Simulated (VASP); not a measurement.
Input of a VASP 6.6.1 run:

The input INCAR:

```
PREC = Accurate
ENCUT = 520
EDIFF = 1E-7
ISMEAR = 0
SIGMA = 0.1
LREAL = False
LASPH = True
NELM = 80
ALGO = Normal
ISIF = 2
LWAVE = False
LCHARG = True
GGA = PS
LELF = True
LVHAR = True
NBANDS = 21
```

KPOINTS

```
regular mesh
0
Gamma
  6 6 6
```

POSCAR

```
Sn
1.0
    0.0000000000      3.2333428000      3.2333428000
    3.2333428000      0.0000000000      3.2333428000
    3.2333428000      3.2333428000      0.0000000000
Sn
2
Direct
    0.0000000000      0.0000000000      0.0000000000
    0.2500000000      0.2500000000      0.2500000000
```

Potentials or basis: VASP PAW PBE potentials, release 64 (Sn_d).

Command:

```sh
$ cat potpaw_PBE.64/Sn_d/POTCAR > POTCAR
$ mpirun -np 1 vasp_std > vasp.out
```

**Question.** Estimate the pressure.

**Answer.** 1.5 GPa.

**Question.** Predict the band gap on the k mesh.

**Answer.** Zero (band 14 reaches 5.69 eV, above the bottom of band 15 at 5.57 eV).

Caveat: the PAW data sets were made with another functional, which shifts forces and pressure a little; spin-orbit coupling is left out, which moves the levels of the heavy elements.
